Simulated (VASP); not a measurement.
# LiSb2 (P-1) in VASP: single point with PBE

Aim: the single point of LiSb2 with PBE.

Everything below comes from runs of VASP 6.6.1. Logs are shortened: lines on timing, memory, paths and dates and some standing lists are left out, and cuts for length are marked.

## 1. The cell of the first run

The typed cell holds 6 atoms: a = 6.122 Å, b = 5.938 Å, c = 5.253 Å, α = 92.75°, β = 69.78°, γ = 64.48°.

## 2. Single point, PBE

INCAR

```
SYSTEM = LiSb2
  ALGO = Normal
  EDIFF = 1E-7
  ENCUT = 520
  GGA = PE
  ISIF = 2
  ISMEAR = 0
  ISYM = 0
  LASPH = .True.
  LCHARG = .False.
  LREAL = .False.
  LWAVE = .False.
  NBANDS = 22
  NELM = 100
  PREC = Accurate
  SIGMA = 0.1229
```

KPOINTS

```
k-points
0
Gamma
  4 4 4
  0 0 0
```

POSCAR

```
LiSb2
1.0
    0.0394172150      3.3108522625      5.1498226158
    0.8092822232     -3.0776360535      5.0133230053
    4.5836809415      2.5159059327      0.5059314217
Li Sb
2 4
Direct
   -0.0706941405      0.0074764854      0.0019004796
    0.3228561587      0.2416851631      0.4984349919
    0.7630312814      0.2923673913      0.5771807042
    0.2171805174      0.7737544681      0.3866177161
    0.4891300798      0.9567971333      0.9231528637
    1.0349790512      0.4754096808      0.1137148488
```

Potentials or basis: VASP PAW PBE potentials, release 64 (Li_sv, Sb).

Launch:

```bash
cat potpaw_PBE.64/Li_sv/POTCAR potpaw_PBE.64/Sb/POTCAR > POTCAR
mpirun -np 1 vasp_std > vasp.out
```

OUTCAR:

```text
SYSTEM = LiSb2
   EDIFF = 1E-7
   ENCUT = 520
   GGA = PE
   ISIF = 2
   ISMEAR = 0
   ISYM = 0
   LASPH = .True.
   LREAL = .False.
   NELM = 100
   PREC = Accurate

 ion  position               nearest neighbor table
   1  0.929  0.007  0.002-   3 2.99   5 3.00   4 3.00   3 3.05   6 3.07   4 3.12   5 3.18   6 3.18

   2  0.323  0.242  0.498-   5 2.99   3 3.00   6 3.00   5 3.05   4 3.07   6 3.12   3 3.18   4 3.18

   3  0.763  0.292  0.577-   4 2.94   6 2.98   1 2.99   2 3.00   1 3.05   2 3.18   5 3.35   5 3.63

   4  0.217  0.774  0.387-   3 2.94   5 2.98   6 3.00   1 3.00   2 3.07   1 3.12   2 3.18
   5  0.489  0.957  0.923-   6 2.94   4 2.98   2 2.99   1 3.00   2 3.05   1 3.18   3 3.35   3 3.63

   6  0.035  0.475  0.114-   5 2.94   3 2.98   4 3.00   2 3.00   1 3.07   2 3.12   1 3.18

IMPORTANT INFORMATION: All symmetrisations will be switched off!
NOSYMM: (Re-)initialisation of all symmetry stuff for point group C_1.

----------------------------------------------------------------------------------------

                                     Primitive cell

  volume of cell :     157.3010

  direct lattice vectors                    reciprocal lattice vectors
     0.039417215  3.310852263  5.149822616    -0.090082861  0.143483101  0.102624790
     0.809282223 -3.077636054  5.013323005     0.071718596 -0.149936777  0.095846325
     4.583680941  2.515905933  0.505931422     0.206277497  0.025238551 -0.017804885

  length of vectors
     6.122415324  5.938029046  5.253178108     0.198076171  0.191862222  0.208577094

  position of ions in fractional coordinates (direct lattice)
     0.929305859  0.007476485  0.001900480
     0.322856159  0.241685163  0.498434992
     0.763031281  0.292367391  0.577180704
     0.217180517  0.773754468  0.386617716
     0.489130080  0.956797133  0.923152864
     0.034979051  0.475409681  0.113714849

  ion indices of the primitive-cell ions
   primitive index   ion index
                 1           1
                 2           2
                 3           3
                 4           4
                 5           5
                 6           6

----------------------------------------------------------------------------------------

 KPOINTS: k-points

Automatic generation of k-mesh.
 Grid dimensions read from file:
 generate k-points for:    4    4    4

 Generating k-lattice:

  Cartesian coordinates                     Fractional coordinates (reciprocal lattice)
    -0.022520715  0.035870775  0.025656198     0.250000000  0.000000000 -0.000000000
     0.017929649 -0.037484194  0.023961581     0.000000000  0.250000000 -0.000000000
     0.051569374  0.006309638 -0.004451221     0.000000000  0.000000000  0.250000000

  Length of vectors
     0.049519043  0.047965555  0.052144273

  Shift w.r.t. Gamma in fractional coordinates (k-lattice)
     0.000000000  0.000000000  0.000000000

 Subroutine IBZKPT returns following result:
 ===========================================

 Found     36 irreducible k-points:

 Following reciprocal coordinates:
            Coordinates               Weight
  0.000000  0.000000  0.000000      1.000000
  0.250000  0.000000 -0.000000      2.000000
  0.500000  0.000000 -0.000000      1.000000
  0.000000  0.250000 -0.000000      2.000000
  0.250000  0.250000 -0.000000      2.000000
  0.500000  0.250000 -0.000000      2.000000
[... 16 lines left out ...]
  0.000000 -0.250000  0.250000      2.000000
  0.250000 -0.250000  0.250000      2.000000
 [... further k-points ...]
   k-points           NKPTS =     36   k-points in BZ     NKDIM =     36   number of bands    NBANDS=     22
   number of dos      NEDOS =    301   number of ions     NIONS =      6
   total plane-waves  NPLWV =  92160
   dimension x,y,z NGX =    48 NGY =   48 NGZ =   40
   dimension x,y,z NGXF=    96 NGYF=   96 NGZF=   80
   ions per type =               2   4
   NGX,Y,Z   is equivalent  to a cutoff of  13.03, 13.44, 12.66 a.u.
   NGXF,Y,Z  is equivalent  to a cutoff of  26.07, 26.88, 25.32 a.u.
 SYSTEM =  LiSb2
   PREC   = accura    normal or accurate (medium, high low for compatibility)
   ISTART =      0    job   : 0-new  1-cont  2-samecut
   ICHARG =      2    charge: 1-file 2-atom 10-const
   ISPIN  =      1    spin polarized calculation?
   LNONCOLLINEAR =      F non collinear calculations
   LSORBIT =      F    spin-orbit coupling
   LASPH  =      T    aspherical Exc in radial PAW
   ENCUT  =  520.0 eV  38.22 Ry    6.18 a.u.  11.38 11.04  9.77*2*pi/ulx,y,z
   NELM   =    100;   NELMIN=  2; NELMDL= -5     # of ELM steps
   EDIFF  = 0.1E-06   stopping-criterion for ELM
   LREAL  =      F    real-space projection
   EDIFFG = 0.1E-05   stopping-criterion for IOM
   NSW    =      0    number of steps for IOM
   IBRION =     -1    ionic relax: 0-MD 1-quasi-New 2-CG
   NFREE  =      0    steps in history (QN), initial steepest desc. (CG)
   ISIF   =      2    stress and relaxation
   ISYM   =      0    0-nonsym 1-usesym 2-fastsym
   POTIM  = 0.5000    time-step for ionic-motion
   TEBEG  =    0.0;   TEEND  =   0.0 temperature during run
   PSTRESS=    0.0 pullay stress
   NELECT =      26.0000    total number of electrons
   NUPDOWN=      -1.0000    fix difference up-down
   EMIN   =  10.00;   EMAX   =-10.00  energy-range for DOS
   EFERMI =   0.00;   METHOD = LEGACY
   ISMEAR =     0;   SIGMA  =   0.12  broadening in eV -4-tet -1-fermi 0-gaus
   EFERMI_NEDOS =   21; number of points for ismear=-14 and -15
   IALGO  =     38    algorithm
   IMIX   =      4    mixing-type and parameters
     AMIX     =   0.40;   BMIX     =  1.00
     AMIX_MAG =   1.60;   BMIX_MAG =  1.00
  volume/ion in A,a.u.               =      26.22       176.92
  Fermi-wavevector in a.u.,A,eV,Ry     =   0.898439  1.697804 10.982533  0.807193
  Thomas-Fermi vector in A             =   2.021149
   LORBIT       =      0    0 simple, 1 ext, 2 COOP (PROOUT), +10 PAW based schemes
   GGA     = PE    functional components
   LHFCALC =     F    Hartree Fock is set to
   AEXX    =    0.0000 exact exchange contribution
   IVDW    =     0    specifies the selected vdW correction
   LEPSILON=     F    determine dielectric tensor
   LRPA    =     F    only Hartree local field effects (RPA)
 non-spin polarized calculation
 Gauss-broadening in eV      SIGMA  =   0.12
  energy-cutoff  :      520.00
  volume of cell :      157.30
 maximum number of plane-waves:      4254
 NGX is ok and might be reduce to    48
   NGX = 23   NGY = 23   NGZ = 19

 number of electron      25.9999996 magnetization

 Free energy of the ion-electron system (eV)
  ---------------------------------------------------
  ext. energy  EPLUGINS =         0.00000000
  ---------------------------------------------------
  free energy    TOTEN  =       -21.50393787 eV

  energy without entropy =      -21.49200553  energy(sigma->0) =      -21.49797170

 E-fermi :   5.5810     XC(G=0):  -9.0079

 val. band max:        5.5722073392   @ k =  -0.0000   0.2500   0.5000
 cond. band min:       5.6760327488   @ k =   0.5000   0.2500  -0.0000
 fundamental gap:      0.1038254096
 Fermi energy:         5.5809965367

 k-point     1 :       0.0000    0.0000    0.0000
  band No.  band energies     occupation
      1     -41.2435      2.00000
      2     -41.2419      2.00000
      3      -6.1074      2.00000
      4      -2.7320      2.00000
      5      -2.6017      2.00000
      6      -2.2789      2.00000
[... 14 lines left out ...]
     21      11.1246      0.00000
     22      11.8304      0.00000

 k-point     2 :       0.2500    0.0000   -0.0000
  band No.  band energies     occupation
      1     -41.2433      2.00000
      2     -41.2421      2.00000
      3      -5.8478      2.00000
      4      -3.4834      2.00000
      5      -2.8900      2.00000
      6      -2.2042      2.00000
[... 14 lines left out ...]
     21      10.2690      0.00000
     22      10.9960      0.00000

 k-point     3 :       0.5000    0.0000   -0.0000
  band No.  band energies     occupation
      1     -41.2431      2.00000
      2     -41.2423      2.00000
      3      -5.4036      2.00000
      4      -4.2826      2.00000
      5      -3.0631      2.00000
      6      -2.2805      2.00000
[... 14 lines left out ...]
     21       9.8165      0.00000
     22      10.1149      0.00000

 k-point     4 :       0.0000    0.2500   -0.0000
  band No.  band energies     occupation
      1     -41.2435      2.00000
      2     -41.2420      2.00000
      3      -5.8187      2.00000
      4      -3.6905      2.00000
      5      -2.9256      2.00000
      6      -1.7435      2.00000
[... 14 lines left out ...]
     21      10.8747      0.00000
     22      11.0407      0.00000

 k-point     5 :       0.2500    0.2500   -0.0000
  band No.  band energies     occupation
      1     -41.2433      2.00000
      2     -41.2421      2.00000
      3      -5.8087      2.00000
      4      -3.6155      2.00000
      5      -3.1811      2.00000
      6      -1.3901      2.00000
[... 14 lines left out ...]
     21      10.5795      0.00000
     22      11.0740      0.00000

 k-point     6 :       0.5000    0.2500   -0.0000
  band No.  band energies     occupation
      1     -41.2431      2.00000
      2     -41.2423      2.00000
      3      -5.3523      2.00000
      4      -4.0247      2.00000
      5      -3.8651      2.00000
      6      -1.3649      2.00000
[... 14 lines left out ...]
     21      10.0425      0.00000
     22      10.4037      0.00000

 k-point     7 :      -0.2500    0.2500    0.0000
  band No.  band energies     occupation
      1     -41.2433      2.00000
      2     -41.2421      2.00000
      3      -5.3774      2.00000
      4      -4.0270      2.00000
      5      -3.7845      2.00000
      6      -1.5244      2.00000
[... 324 lines left out ...]
      6      -1.4780      2.00000
[... 14 lines left out ...]
     21      10.2330      0.00000
     22      11.0229      0.00000

 k-point    21 :       0.5000    0.5000    0.2500
  band No.  band energies     occupation
      1     -41.2433      2.00000
      2     -41.2421      2.00000
      3      -5.1458      2.00000
      4      -4.4467      2.00000
      5      -3.4480      2.00000
      6      -1.2085      2.00000
[... 14 lines left out ...]
     21      10.5244      0.00000
     22      10.9486      0.00000

 k-point    22 :      -0.2500    0.5000    0.2500
  band No.  band energies     occupation
      1     -41.2431      2.00000
      2     -41.2423      2.00000
      3      -4.9989      2.00000
      4      -4.5513      2.00000
      5      -3.5352      2.00000
      6      -1.5351      2.00000
[... 14 lines left out ...]
     21      10.5232      0.00000
     22      10.6894      0.00000

 k-point    23 :       0.0000   -0.2500    0.2500
  band No.  band energies     occupation
      1     -41.2433      2.00000
      2     -41.2421      2.00000
      3      -5.6947      2.00000
      4      -3.5148      2.00000
      5      -3.2424      2.00000
      6      -1.8035      2.00000
[... 14 lines left out ...]
     21      11.1580      0.00000
     22      11.4135      0.00000

 k-point    24 :       0.2500   -0.2500    0.2500
  band No.  band energies     occupation
      1     -41.2434      2.00000
      2     -41.2420      2.00000
      3      -5.5424      2.00000
      4      -3.8687      2.00000
      5      -3.1085      2.00000
      6      -1.9572      2.00000
[... 14 lines left out ...]
     21      10.8941      0.00000
     22      11.0293      0.00000

 [... further k-points ...]
[... 5 lines left out ...]
  --------------------------------------------------------------------------------------
  -------------------------------------------------------------------------------------
  Total        0.0333418      0.0470885      0.0012748     -0.0036879     -0.0263471      0.0036851
  in kB        0.3396008      0.4796167      0.0129844     -0.0375630     -0.2683565      0.0375339
  external PRESSURE =       0.2774006 kB  Pullay stress =       0.0000000 kB

 VOLUME and BASIS-vectors are now :
 -----------------------------------------------------------------------------
  energy-cutoff  :      520.00
  volume of cell :      157.30
      direct lattice vectors                 reciprocal lattice vectors
     0.039417215  3.310852263  5.149822616    -0.090082861  0.143483101  0.102624790
     0.809282223 -3.077636054  5.013323005     0.071718596 -0.149936777  0.095846325
     4.583680941  2.515905933  0.505931422     0.206277497  0.025238551 -0.017804885

 POSITION                                       TOTAL-FORCE (eV/Angst)
 -----------------------------------------------------------------------------------
      0.05139      3.05857      4.82420        -0.004073      0.000397     -0.001108
      2.49298      1.57913      3.12647         0.004056     -0.000387      0.001102
      2.91230      3.07862      5.68722         0.018801     -0.017128     -0.007820
      2.40688     -0.68959      5.19312         0.007388      0.025129     -0.001010
      5.02504      0.99733      7.78272        -0.018787      0.017115      0.007822
      0.90735     -1.06123      2.62105        -0.007384     -0.025127      0.001014
 -----------------------------------------------------------------------------------
    total drift:                               -0.000016      0.000066      0.000016

  FREE ENERGIE OF THE ION-ELECTRON SYSTEM (eV)
  ---------------------------------------------------
  free  energy   TOTEN  =       -21.5039378665 eV

  energy  without entropy=      -21.4920055264  energy(sigma->0) =      -21.49797170
```

Run time: 2.3 min. Hardware: 1 thread of AMD EPYC 7R43 (Zen 3), shared host; peak memory 0.29 GiB.

What came out:

```
Free energy            : -21.5039 eV
Largest force          : 0.027 eV/Å
Band gap on the k mesh : zero (band 13 reaches 6.49 eV, above the bottom of band 14 at 4.85 eV)
```

Forces in eV/Å, atoms in the order of the input:
```
Li  -0.004  0.000 -0.001
Li   0.004  0.000  0.001
Sb   0.019 -0.017 -0.008
Sb   0.007  0.025 -0.001
Sb  -0.019  0.017  0.008
Sb  -0.007 -0.025  0.001
```

Levels at points of the mesh, in eV from the Fermi level:
```csv
k point,band 11,band 12,band 13,band 14,band 15,band 16
"(0.00, 0.00, 0.00)",-1.94,-1.65,-1.57,0.63,0.90,2.16
"(0.50, 0.00, 0.00)",-1.43,-0.55,-0.33,-0.24,-0.01,1.36
"(0.00, 0.50, 0.00)",-1.69,-1.68,-0.53,0.60,0.70,1.69
"(0.50, 0.50, 0.00)",-1.75,-1.52,-0.39,0.32,0.70,2.26
"(0.00, 0.00, 0.50)",-1.92,-1.45,-1.34,-0.74,0.50,2.58
"(0.50, 0.00, 0.50)",-1.59,-1.26,-0.49,1.25,1.35,1.74
"(0.00, 0.50, 0.50)",-1.88,-1.00,0.91,1.06,1.12,1.41
"(0.50, 0.50, 0.50)",-0.95,-0.46,-0.32,0.86,2.09,2.35
```

Caveat: the cutoff is under 1.25 times the usual one of these potentials, so pressure, stress and relaxed cells hold a basis-set (Pulay) error; spin-orbit coupling is left out, which moves the levels of the heavy elements.
